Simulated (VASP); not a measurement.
The system is W.

```
W
1.0
     2.80966    0.00000    0.00000
     0.00000    4.86387    0.00000
     0.00000    0.00000    4.92370
W
4
Direct
  0.79317 0.56316 0.25000
  0.20683 0.06316 0.25000
  0.20683 0.43684 0.75000
  0.79317 0.93684 0.75000
```

Base run:

```yaml
Program: VASP 6.6.1
Functional: BLYP
Potentials_or_basis: VASP PAW PBE potentials, release 64 (W_sv)
Cutoff: 500 eV
k_mesh: 8 × 5 × 5
Occupations: methfessel-paxton, width 0.1 eV
Spin: no spin polarisation
```

Its results: band gap on the k mesh zero (bands 28 and 29 overlap by 1.40 eV); pressure 7.9 GPa; largest force 0.101 eV/Å.

Task: The run is repeated on the same cell with these changes: functional from BLYP to LDA; potentials or basis from VASP PAW PBE potentials, release 64 (W_sv) to VASP PAW LDA potentials, release 64 (W_sv). What comes out?

Result: Band gap on the k mesh zero (bands 28 and 29 overlap by 1.35 eV); pressure -14.5 GPa; largest force 0.069 eV/Å.

Caveats: spin-orbit coupling is left out, which moves the levels of the heavy elements; the cell stands under pressure (at least some runs); the PAW data sets were made with another functional, which shifts forces and pressure a little (at least some runs); the cell stands under tension (at least some runs).
